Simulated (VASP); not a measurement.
Set up this calculation in VASP 6.6.1, as the native input.

```yaml
Task: single point
Functional: r2SCAN
Potentials_or_basis: VASP PAW PBE potentials, release 64 (B, P)
Cutoff: 520 eV
k_mesh: 10 × 10 × 10
Occupations: gaussian, width 0.05 eV
Spin: no spin polarisation
Dipole_correction: no
Further_INCAR_settings: ALGO = Normal; EDIFF = 1e-06; NBANDS = 11
```

The system is BP.

```xyz
2
Lattice="0.0000 2.4051 2.2690 2.2690 0.0000 2.2690 2.2690 2.4051 0.0000" Properties=species:S:1:pos:R:3 pbc="T T T"
B     0.0000    0.0000    0.0000
P     3.4035    3.6077    3.4035
```

This cell differs from its parent crystal: strain +0.0600 x Voigt [0, 1, 0, 0, 0, 0].

These files were run (other wordings do the same):

POSCAR

```
BP
1.0
    0.0000000000      2.4051400000      2.2690000000
    2.2690000000      0.0000000000      2.2690000000
    2.2690000000      2.4051400000      0.0000000000
B P
1 1
Direct
    0.0000000000      0.0000000000      0.0000000000
    0.7500000000      0.7500000000      0.7500000000
```

INCAR.step1

```
PREC = Accurate ; ENCUT = 520
ISMEAR = 0 ; SIGMA = 0.05
LREAL = F ; LASPH = T
NELM = 80 ; NBANDS = 11
GGA = PE ; ALGO = Normal
EDIFF = 1E-4 ; LWAVE = T
LCHARG = F
```

INCAR.step2

```
PREC = Accurate ; ENCUT = 520
EDIFF = 1E-6 ; ISMEAR = 0
SIGMA = 0.05 ; LREAL = F
LASPH = T ; NELM = 80
ALGO = Normal ; ISIF = 2
LWAVE = F ; LCHARG = F
METAGGA = R2SCAN ; LMIXTAU = T
NBANDS = 11 ; ISTART = 1
```

KPOINTS

```
regular mesh
0
Gamma
  10 10 10
```

Potentials or basis: VASP PAW PBE potentials, release 64 (B, P).

Launch:

```sh
$ cat potpaw_PBE.64/B/POTCAR potpaw_PBE.64/P/POTCAR > POTCAR
$ cp INCAR.step1 INCAR
$ mpirun -np 1 vasp_std > vasp.out
$ cp INCAR.step2 INCAR
$ mpirun -np 1 vasp_std > vasp.out
```

Results of the run:

| Property | Result |
| --- | --- |
| Pressure | -9.4 GPa |
| Band gap on the k mesh | 1.07 eV (least direct gap 3.25 eV) |

Caveat: the cell differs from its parent crystal (strain +0.0600 x Voigt [0, 1, 0, 0, 0, 0]); the cell stands under tension; the PAW data sets were made with another functional, which shifts forces and pressure a little.

Run time: 86 s on 1 thread of Intel(R) Xeon(R) Platinum 8488C (Sapphire Rapids), with other jobs on the host, peak memory 0.15 GiB.
